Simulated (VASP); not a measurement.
# SiC (P6_3mc) in VASP: further runs

SiC is run at these levels: PBE; tasks: single point.

All numbers are computed with VASP 6.6.1; they aren't measurements. Logs are shortened: lines on timing, memory, paths and dates and some standing lists are left out, and cuts for length are marked.

### 1 The cell of the first run

Symmetry: P6_3mc, No. 186, hexagonal system. The conventional cell has a = 3.032 Å, b = 3.032 Å, c = 14.877 Å, α = 90.00°, β = 90.00°, γ = 120.00°. Within 2.5 Å of Si (site symmetry 3m) lie 4 C at 1.86 Å. Si (site symmetry 3m) has 4 C at 1.86 Å within 2.5 Å. Si (site symmetry 3m) has 4 C at 1.86 Å within 2.5 Å. Within 2.5 Å of C (site symmetry 3m) lie 4 Si at 1.86 Å. C (site symmetry 3m) has 4 Si at 1.86 Å within 2.5 Å. C (site symmetry 3m) has 4 Si at 1.86 Å within 2.5 Å.

### 2 Single point, PBE (volume changed by -6%)

Contents of INCAR:

```
SYSTEM = SiC
PREC = Accurate
ENCUT = 520
EDIFF = 1E-6
ISMEAR = 0
SIGMA = 0.01
LREAL = .False.
LASPH = .True.
NELM = 80
ALGO = Normal
ISIF = 2
LWAVE = .False.
LCHARG = .False.
GGA = PE
NBANDS = 36
```

Contents of KPOINTS:

```
Automatic mesh
0
Gamma
  9 9 2
  0 0 0
```

Contents of POSCAR:

```
SiC
1.0
    3.0318205553      0.0000000000      0.0000000000
   -1.5159102777      2.6256336206      0.0000000000
    0.0000000000      0.0000000000     14.8765539501
Si C
6 6
Direct
    0.3333333333      0.6666666667      0.8329927008
    0.6666666667      0.3333333333      0.3329927008
    0.6666666667      0.3333333333      0.6665012400
    0.3333333333      0.6666666667      0.1665012400
    0.0000000000      0.0000000000      0.4997230253
    0.0000000000      0.0000000000      0.9997230253
    0.0000000000      0.0000000000      0.8743713554
    0.0000000000      0.0000000000      0.3743713554
    0.3333333333      0.6666666667      0.7079991940
    0.6666666667      0.3333333333      0.2079991940
    0.6666666667      0.3333333333      0.5415134846
    0.3333333333      0.6666666667      0.0415134846
```

Potentials or basis: VASP PAW PBE potentials, release 64 (Si, C).

On the command line:

```bash
$ cat potpaw_PBE.64/Si/POTCAR potpaw_PBE.64/C/POTCAR > POTCAR
$ mpirun -np 1 vasp_std > vasp.out
```

OUTCAR:

```text
SYSTEM = SiC
   PREC = Accurate
   ENCUT = 520
   EDIFF = 1E-6
   ISMEAR = 0
   LREAL = .False.
   LASPH = .True.
   NELM = 80
   ISIF = 2
   GGA = PE

 ion  position               nearest neighbor table
   1  0.333  0.667  0.833-   7 1.86   7 1.86   7 1.86   9 1.86   3 3.03   3 3.03   3 3.03   6 3.04
                             6 3.04   6 3.04
   2  0.667  0.333  0.333-   8 1.86   8 1.86   8 1.86  10 1.86   4 3.03   4 3.03   4 3.03   5 3.04
                             5 3.04   5 3.04
   3  0.667  0.333  0.667-   9 1.86   9 1.86   9 1.86  11 1.86   1 3.03   1 3.03   1 3.03   5 3.04
                             5 3.04   5 3.04
   4  0.333  0.667  0.167-  10 1.86  10 1.86  10 1.86  12 1.86   2 3.03   2 3.03   2 3.03   6 3.04
                             6 3.04   6 3.04
   5  0.000  0.000  0.500-  11 1.86  11 1.86  11 1.86   8 1.86   2 3.04   2 3.04   2 3.04   3 3.04
                             3 3.04   3 3.04
   6  0.000  0.000  1.000-  12 1.86  12 1.86  12 1.86   7 1.86   1 3.04   1 3.04   1 3.04   4 3.04
                             4 3.04   4 3.04
   7  0.000  0.000  0.874-   1 1.86   1 1.86   1 1.86   6 1.86
   8  0.000  0.000  0.374-   2 1.86   2 1.86   2 1.86   5 1.86
   9  0.333  0.667  0.708-   3 1.86   3 1.86   3 1.86   1 1.86
  10  0.667  0.333  0.208-   4 1.86   4 1.86   4 1.86   2 1.86
  11  0.667  0.333  0.542-   5 1.86   5 1.86   5 1.86   3 1.86
  12  0.333  0.667  0.042-   6 1.86   6 1.86   6 1.86   4 1.86

  LATTYP: Found a hexagonal cell.
 ALAT       =     3.0318205553
 C/A-ratio  =     4.9068055575

  Lattice vectors:

 A1 = (   3.0318205553,   0.0000000000,   0.0000000000)
 A2 = (  -1.5159102777,   2.6256336206,   0.0000000000)
 A3 = (   0.0000000000,   0.0000000000,  14.8765539501)

Analysis of symmetry for initial positions (statically):
=====================================================================
 Subroutine PRICEL returns:
 Original cell was already a primitive cell.

 Routine SETGRP: Setting up the symmetry group for a
 hexagonal supercell.

 Subroutine GETGRP returns: Found 12 space group operations
 (whereof  6 operations were pure point group operations)
 out of a pool of 24 trial point group operations.

The static configuration has the point symmetry C_3v.
 The point group associated with its full space group is C_6v.

Analysis of symmetry for dynamics (positions and initial velocities):
=====================================================================
 Subroutine PRICEL returns:
 Original cell was already a primitive cell.

 Routine SETGRP: Setting up the symmetry group for a
 hexagonal supercell.

 Subroutine GETGRP returns: Found 12 space group operations
 (whereof  6 operations were pure point group operations)
 out of a pool of 24 trial point group operations.

The dynamic configuration has the point symmetry C_3v.
 The point group associated with its full space group is C_6v.

 Subroutine INISYM returns: Found 12 space group operations
 (whereof  6 operations are pure point group operations),
 and found     1 'primitive' translations

----------------------------------------------------------------------------------------

                                     Primitive cell

  volume of cell :     118.4241

  direct lattice vectors                    reciprocal lattice vectors
     3.031820555  0.000000000  0.000000000     0.329834824  0.190430225  0.000000000
    -1.515910278  2.625633621  0.000000000     0.000000000  0.380860449  0.000000000
     0.000000000  0.000000000 14.876553950     0.000000000  0.000000000  0.067219868

  length of vectors
     3.031820555  3.031820555 14.876553950     0.380860449  0.380860449  0.067219868

  position of ions in fractional coordinates (direct lattice)
     0.333333333  0.666666667  0.832992701
     0.666666667  0.333333333  0.332992701
     0.666666667  0.333333333  0.666501240
     0.333333333  0.666666667  0.166501240
     0.000000000  0.000000000  0.499723025
     0.000000000  0.000000000  0.999723025
     0.000000000  0.000000000  0.874371355
     0.000000000  0.000000000  0.374371355
     0.333333333  0.666666667  0.707999194
     0.666666667  0.333333333  0.207999194
     0.666666667  0.333333333  0.541513485
     0.333333333  0.666666667  0.041513485

  ion indices of the primitive-cell ions
   primitive index   ion index
                 1           1
                 2           2
                 3           3
                 4           4
                 5           5
                 6           6
                 7           7
                 8           8
                 9           9
                10          10
                11          11
                12          12

----------------------------------------------------------------------------------------

 KPOINTS: Automatic mesh

Automatic generation of k-mesh.
 Grid dimensions read from file:
 generate k-points for:    9    9    2

 Generating k-lattice:

  Cartesian coordinates                     Fractional coordinates (reciprocal lattice)
     0.036648314  0.021158914  0.000000000     0.111111111 -0.000000000  0.000000000
     0.000000000  0.042317828  0.000000000     0.000000000  0.111111111  0.000000000
     0.000000000  0.000000000  0.033609934     0.000000000  0.000000000  0.500000000

  Length of vectors
     0.042317828  0.042317828  0.033609934

  Shift w.r.t. Gamma in fractional coordinates (k-lattice)
     0.000000000  0.000000000  0.000000000

 Subroutine IBZKPT returns following result:
 ===========================================

 Found     24 irreducible k-points:

 Following reciprocal coordinates:
            Coordinates               Weight
  0.000000  0.000000  0.000000      1.000000
  0.111111  0.000000  0.000000      6.000000
  0.222222  0.000000  0.000000      6.000000
  0.333333  0.000000  0.000000      6.000000
  0.444444  0.000000  0.000000      6.000000
  0.111111  0.111111  0.000000      6.000000
[... 16 lines left out ...]
  0.333333  0.222222  0.500000     12.000000
  0.333333  0.333333  0.500000      2.000000
   k-points           NKPTS =     24   k-points in BZ     NKDIM =     24   number of bands    NBANDS=     36
   number of dos      NEDOS =    301   number of ions     NIONS =     12
   total plane-waves  NPLWV =  64512
   dimension x,y,z NGX =    24 NGY =   24 NGZ =  112
   dimension x,y,z NGXF=    48 NGYF=   48 NGZF=  224
   ions per type =               6   6
   NGX,Y,Z   is equivalent  to a cutoff of  13.16, 13.16, 12.52 a.u.
   NGXF,Y,Z  is equivalent  to a cutoff of  26.32, 26.32, 25.03 a.u.
 SYSTEM =  SiC
   PREC   = accura    normal or accurate (medium, high low for compatibility)
   ISTART =      0    job   : 0-new  1-cont  2-samecut
   ICHARG =      2    charge: 1-file 2-atom 10-const
   ISPIN  =      1    spin polarized calculation?
   LNONCOLLINEAR =      F non collinear calculations
   LSORBIT =      F    spin-orbit coupling
   LASPH  =      T    aspherical Exc in radial PAW
   ENCUT  =  520.0 eV  38.22 Ry    6.18 a.u.   5.64  5.64 27.66*2*pi/ulx,y,z
   NELM   =     80;   NELMIN=  2; NELMDL= -5     # of ELM steps
   EDIFF  = 0.1E-05   stopping-criterion for ELM
   LREAL  =      F    real-space projection
   EDIFFG = 0.1E-04   stopping-criterion for IOM
   NSW    =      0    number of steps for IOM
   IBRION =     -1    ionic relax: 0-MD 1-quasi-New 2-CG
   NFREE  =      0    steps in history (QN), initial steepest desc. (CG)
   ISIF   =      2    stress and relaxation
   ISYM   =      2    0-nonsym 1-usesym 2-fastsym
   POTIM  = 0.5000    time-step for ionic-motion
   TEBEG  =    0.0;   TEEND  =   0.0 temperature during run
   PSTRESS=    0.0 pullay stress
   NELECT =      48.0000    total number of electrons
   NUPDOWN=      -1.0000    fix difference up-down
   EMIN   =  10.00;   EMAX   =-10.00  energy-range for DOS
   EFERMI =   0.00;   METHOD = LEGACY
   ISMEAR =     0;   SIGMA  =   0.01  broadening in eV -4-tet -1-fermi 0-gaus
   EFERMI_NEDOS =   21; number of points for ismear=-14 and -15
   IALGO  =     38    algorithm
   IMIX   =      4    mixing-type and parameters
     AMIX     =   0.40;   BMIX     =  1.00
     AMIX_MAG =   1.60;   BMIX_MAG =  1.00
  volume/ion in A,a.u.               =       9.87        66.60
  Fermi-wavevector in a.u.,A,eV,Ry     =   1.211552  2.289501 19.971411  1.467857
  Thomas-Fermi vector in A             =   2.347064
   LORBIT       =      0    0 simple, 1 ext, 2 COOP (PROOUT), +10 PAW based schemes
   GGA     = PE    functional components
   LHFCALC =     F    Hartree Fock is set to
   AEXX    =    0.0000 exact exchange contribution
   IVDW    =     0    specifies the selected vdW correction
   LEPSILON=     F    determine dielectric tensor
   LRPA    =     F    only Hartree local field effects (RPA)
 non-spin polarized calculation
 Gauss-broadening in eV      SIGMA  =   0.01
  energy-cutoff  :      520.00
  volume of cell :      118.42
 maximum number of plane-waves:      3220
 NGX is ok and might be reduce to    24
   NGX = 11   NGY = 11   NGZ = 55

 number of electron      47.9999995 magnetization

 Free energy of the ion-electron system (eV)
  ---------------------------------------------------
  ext. energy  EPLUGINS =         0.00000000
  ---------------------------------------------------
  free energy    TOTEN  =       -90.03980809 eV

  energy without entropy =      -90.03980809  energy(sigma->0) =      -90.03980809

 E-fermi :   8.7356     XC(G=0): -11.5619

 val. band max:        8.6936213775   @ k =   0.0000   0.0000   0.0000
 cond. band min:      10.7965030697   @ k =   0.4444   0.0000   0.0000
 fundamental gap:      2.1028816921
 Fermi energy:         8.7356372375

 k-point     1 :       0.0000    0.0000    0.0000
  band No.  band energies     occupation
      1      -7.1406      2.00000
      2      -6.6002      2.00000
      3      -6.5608      2.00000
      4      -5.0051      2.00000
      5      -4.9741      2.00000
      6      -3.3952      2.00000
[... 28 lines left out ...]
     35      16.4036      0.00000
     36      16.4205      0.00000

 k-point     2 :       0.1111    0.0000    0.0000
  band No.  band energies     occupation
      1      -6.9183      2.00000
      2      -6.3812      2.00000
      3      -6.3410      2.00000
      4      -4.7969      2.00000
      5      -4.7656      2.00000
      6      -3.2092      2.00000
[... 28 lines left out ...]
     35      16.4974      0.00000
     36      16.5760      0.00000

 k-point     3 :       0.2222    0.0000    0.0000
  band No.  band energies     occupation
      1      -6.2611      2.00000
      2      -5.7356      2.00000
      3      -5.6927      2.00000
      4      -4.1906      2.00000
      5      -4.1579      2.00000
      6      -2.6849      2.00000
[... 28 lines left out ...]
     35      17.0207      0.00000
     36      17.1886      0.00000
[... 742 lines left out ...]
 k-point    23 :       0.3333    0.2222    0.5000
  band No.  band energies     occupation
      1      -3.2718      2.00000
      2      -3.2718      2.00000
      3      -2.5912      2.00000
      4      -2.5912      2.00000
      5      -1.8963      2.00000
      6      -1.8963      2.00000
[... 28 lines left out ...]
     35      17.6016      0.00000
     36      17.6024      0.00000

 k-point    24 :       0.3333    0.3333    0.5000
  band No.  band energies     occupation
      1      -2.3939      2.00000
      2      -2.3939      2.00000
      3      -2.2508      2.00000
      4      -2.2508      2.00000
      5      -2.2051      2.00000
      6      -2.2051      2.00000
[... 28 lines left out ...]
     35      18.3873      0.00000
     36      18.3873      0.00000

------------------------ aborting loop because EDIFF is reached ----------------------------------------

  FORCE on cell =-STRESS in cart. coord.  units (eV):
  Direction    XX          YY          ZZ          XY          YZ          ZX
  --------------------------------------------------------------------------------------
  -------------------------------------------------------------------------------------
  Total       10.9670463     10.9670463     10.8582024     -0.0000000     -0.0000000      0.0000000
  in kB      148.3748529    148.3748529    146.9022872     -0.0000000     -0.0000000      0.0000000
  external PRESSURE =     147.8839977 kB  Pullay stress =       0.0000000 kB

 VOLUME and BASIS-vectors are now :
 -----------------------------------------------------------------------------
  energy-cutoff  :      520.00
  volume of cell :      118.42
      direct lattice vectors                 reciprocal lattice vectors
     3.031820555  0.000000000  0.000000000     0.329834824  0.190430225  0.000000000
    -1.515910278  2.625633621  0.000000000     0.000000000  0.380860449  0.000000000
     0.000000000  0.000000000 14.876553950     0.000000000  0.000000000  0.067219868

 POSITION                                       TOTAL-FORCE (eV/Angst)
 -----------------------------------------------------------------------------------
     -0.00000      1.75042     12.39206         0.000000     -0.000000      0.005447
      1.51591      0.87521      4.95378        -0.000000     -0.000000      0.005447
      1.51591      0.87521      9.91524        -0.000000     -0.000000      0.002504
     -0.00000      1.75042      2.47696         0.000000      0.000000      0.002504
      0.00000      0.00000      7.43416         0.000000      0.000000     -0.017343
      0.00000      0.00000     14.87243        -0.000000     -0.000000     -0.017343
      0.00000      0.00000     13.00763         0.000000     -0.000000      0.009889
      0.00000      0.00000      5.56936        -0.000000      0.000000      0.009889
     -0.00000      1.75042     10.53259         0.000000      0.000000     -0.000689
      1.51591      0.87521      3.09431        -0.000000     -0.000000     -0.000689
      1.51591      0.87521      8.05585         0.000000     -0.000000      0.000193
     -0.00000      1.75042      0.61758        -0.000000     -0.000000      0.000193
 -----------------------------------------------------------------------------------
    total drift:                               -0.000000     -0.000000      0.000131

  FREE ENERGIE OF THE ION-ELECTRON SYSTEM (eV)
  ---------------------------------------------------
  free  energy   TOTEN  =       -90.0398080885 eV

  energy  without entropy=      -90.0398080885  energy(sigma->0) =      -90.03980809
```

It took 2.5 min on 1 thread of Intel Xeon 8259CL, shared host; peak memory 0.27 GiB.

Results:

```
Free energy            : -90.0398 eV
Pressure               : 14.8 GPa
Largest force          : 0.017 eV/Å
Band gap on the k mesh : 2.10 eV, indirect (least direct gap 3.18 eV)
```

Forces in eV/Å, atoms in the order of the input:
```
Si   0.000  0.000  0.005
Si   0.000  0.000  0.005
Si   0.000  0.000  0.003
Si   0.000  0.000  0.003
Si   0.000  0.000 -0.017
Si   0.000  0.000 -0.017
C    0.000  0.000  0.010
C    0.000  0.000  0.010
C    0.000  0.000 -0.001
C    0.000  0.000 -0.001
C    0.000  0.000  0.000
C    0.000  0.000  0.000
```

Levels at points of the mesh, in eV from the valence-band top:
```csv
k point,band 20,band 21,band 22,band 23,band 24,band 25,band 26,band 27,band 28,band 29
"(0.00, 0.00, 0.00)",-0.30,-0.30,-0.04,0.00,0.00,5.60,5.76,6.19,6.70,6.85
"(0.00, 0.00, 0.50)",-0.64,-0.10,-0.10,-0.10,-0.10,5.66,5.66,6.42,6.42,7.17
```

 A k mesh can miss the band edges.

### 3 Single point, PBE (volume changed by -3%)

Contents of INCAR:

```
  PREC = Accurate
  ENCUT = 520
  EDIFF = 1E-6
  ISMEAR = 0
  SIGMA = 0.01
  LREAL = F
  LASPH = T
  NELM = 60
  ALGO = Normal
  ISIF = 2
  LWAVE = F
  LCHARG = F
  GGA = PE
  NBANDS = 36
```

Contents of KPOINTS:

```
Automatic mesh
0
Gamma
  9 9 2
```

POSCAR, as its differences from that of step 2:

```diff
@@ -2,5 +2,5 @@
 1.0
-    3.0318205553      0.0000000000      0.0000000000
-   -1.5159102777      2.6256336206      0.0000000000
-    0.0000000000      0.0000000000     14.8765539501
+    3.0637368013      0.0000000000      0.0000000000
+   -1.5318684007      2.6532739005      0.0000000000
+    0.0000000000      0.0000000000     15.0331607634
 Si C
```

Potentials or basis: VASP PAW PBE potentials, release 64 (Si, C).

On the command line:

```bash
$ cat potpaw_PBE.64/Si/POTCAR potpaw_PBE.64/C/POTCAR > POTCAR
$ mpirun -np 1 vasp_std > vasp.out
```

Run time: 2.6 min. Hardware: 1 thread of Intel Xeon 8259CL, shared host; peak memory 0.27 GiB.

Results (log left out):

- Free energy: -90.2935 eV
- Pressure: 6.8 GPa
- Largest force: 0.007 eV/Å
- Band gap on the k mesh: 2.11 eV, indirect (least direct gap 3.18 eV)

Forces in eV/Å, atoms in the order of the input:
```
Si   0.000  0.000  0.002
Si   0.000  0.000  0.002
Si   0.000  0.000  0.001
Si   0.000  0.000  0.001
Si   0.000  0.000 -0.007
Si   0.000  0.000 -0.007
C    0.000  0.000  0.005
C    0.000  0.000  0.005
C    0.000  0.000  0.000
C    0.000  0.000  0.000
C    0.000  0.000  0.000
C    0.000  0.000  0.000
```

Levels at points of the mesh, in eV from the valence-band top:
```csv
k point,band 21,band 22,band 23,band 24,band 25,band 26,band 27,band 28
"(0.00, 0.00, 0.00)",-0.30,-0.04,0.00,0.00,5.32,5.49,5.90,6.41
"(0.00, 0.00, 0.50)",-0.10,-0.10,-0.10,-0.10,5.38,5.38,6.13,6.13
```

 A k mesh can miss the band edges.
